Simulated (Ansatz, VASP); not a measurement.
## Ru: VASP beside Ansatz

File INCAR:

```
SYSTEM = Ru
PREC = Accurate ; ENCUT = 520
EDIFF = 1E-6 ; ISMEAR = 0
SIGMA = 0.005 ; LREAL = .FALSE.
LASPH = .TRUE. ; NELM = 150
ALGO = Normal ; ISIF = 2
LWAVE = .FALSE. ; LCHARG = .FALSE.
ISPIN = 2 ; MAGMOM = 4
LORBIT = 11 ; LMAXMIX = 4
GGA = PS ; NBANDS = 17
ISYM = 0
```

The input KPOINTS:

```
regular mesh
0
G
  1 1 1
  0 0 0
```

The input POSCAR:

```
Ru
1.0
   15.0000000000      0.0000000000      0.0000000000
    0.0000000000     15.5000000000      0.0000000000
    0.0000000000      0.0000000000     16.0000000000
Ru
1
Direct
    0.5000000000      0.5000000000      0.5000000000
```

Input for Ansatz:

```yaml
crystal:
  lattice:
    - [15.0, 0.0, 0.0]
    - [0.0, 15.5, 0.0]
    - [0.0, 0.0, 16.0]
  atoms:
    - { symbol: Ru, position: [0.5, 0.5, 0.5], spin: 4.0 }
  symmetry: { detect: false }
basis:
  ecutwfc: 420
kpoints:
  mp_grid: { grid: [1, 1, 1] }
hamiltonian:
  xc: pbesol
scf:
  occupations: { method: gaussian, width: 0.005 }
output:
  forces: true
  eigenvalues: true
  populations: true
magnetization:
  spin_polarized: true
```

Alike in both runs: task single point; functional PBEsol; k mesh 1 × 1 × 1; occupations gaussian, width 0.005 eV; collinear spin.

```csv
,VASP,Ansatz
version,VASP 6.6.1,Ansatz 0.2.0
potentials or method,"VASP PAW PBE potentials, release 64 (Ru_pv), cutoff 520 eV","scalar-relativistic, plane waves, PAW"
valence electrons in the cell,14,16
```

|  | VASP | Ansatz | Ansatz less VASP |
| --- | --- | --- | --- |
| gap on the k mesh at the Fermi level (eV) | 0.68 | 0.70 | +0.011 |
| net moment per atom (μB) | 4.00 | 4.00 | 0.000 |
| size of the moment on the site where the two differ most (μB) | 2.89 | 4.00 | +1.114 |

VASP's potentials were made for PBE, not for PBEsol. Site moments also hang on the region over which each program counts them. VASP's potentials hold 14 valence electrons a cell and Ansatz's 16, so a difference there can come from the potentials and not from the codes. Ansatz's warnings: stability check not made.
